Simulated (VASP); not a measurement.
Wanted: the native input for a VASP 6.6.1 run.

```
Task                   : single point
Functional             : BLYP
Potentials or basis    : VASP PAW PBE potentials, release 64 (Pb_d, Cs_sv, Cl)
Cutoff                 : 520 eV
k mesh                 : 5 × 5 × 5
Occupations            : fermi-dirac, width 0.05 eV
Spin                   : no spin polarisation
Dipole correction      : no
Further INCAR settings : ALGO = Normal; EDIFF = 1e-06; NBANDS = 30
```

The structure of CsPbCl3 lies in POSCAR:

```
CsPbCl3
1.0
    5.8416031601      0.0000000000      0.0000000000
    0.0000000000      5.8416031601      0.0000000000
    0.0000000000      0.0000000000      5.8416031601
Pb Cs Cl
1 1 3
Direct
    0.5000000000      0.5000000000      0.5000000000
    0.0000000000      0.0000000000      0.0000000000
    0.5000000000      0.0000000000      0.5000000000
    0.0000000000      0.5000000000      0.5000000000
    0.5000000000      0.5000000000      0.0000000000
```

The input as run:

INCAR

```
  PREC = Accurate
  ENCUT = 520
  EDIFF = 1E-6
  ISMEAR = -1
  SIGMA = 0.05
  LREAL = F
  LASPH = T
  NELM = 80
  ALGO = Normal
  ISIF = 2
  LWAVE = F
  LCHARG = T
  GGA = B5
  ALDAX = 1.0
  AGGAX = 1.0
  AGGAC = 1.0
  ALDAC = 0.0
  LELF = T
  LVHAR = T
  NBANDS = 30
```

KPOINTS

```
Automatic mesh
0
Gamma
  5 5 5
```

Potentials or basis: VASP PAW PBE potentials, release 64 (Pb_d, Cs_sv, Cl).

Launch:

```bash
$ cat potpaw_PBE.64/Pb_d/POTCAR potpaw_PBE.64/Cs_sv/POTCAR potpaw_PBE.64/Cl/POTCAR > POTCAR
$ mpirun -np 1 vasp_std > vasp.out
```

Results of the run:

```yaml
Pressure: 0.0 GPa
Band_gap_on_the_k_mesh: 3.20 eV
```

Caveat: the PAW data sets were made with another functional, which shifts forces and pressure a little; spin-orbit coupling is left out, which moves the levels of the heavy elements; an odd mesh through Γ misses points on the zone boundary, where band edges can lie.

It took 47 s on 1 thread of Intel(R) Xeon(R) 6975P-C (Granite Rapids), with other jobs on the host, peak memory 0.34 GiB.
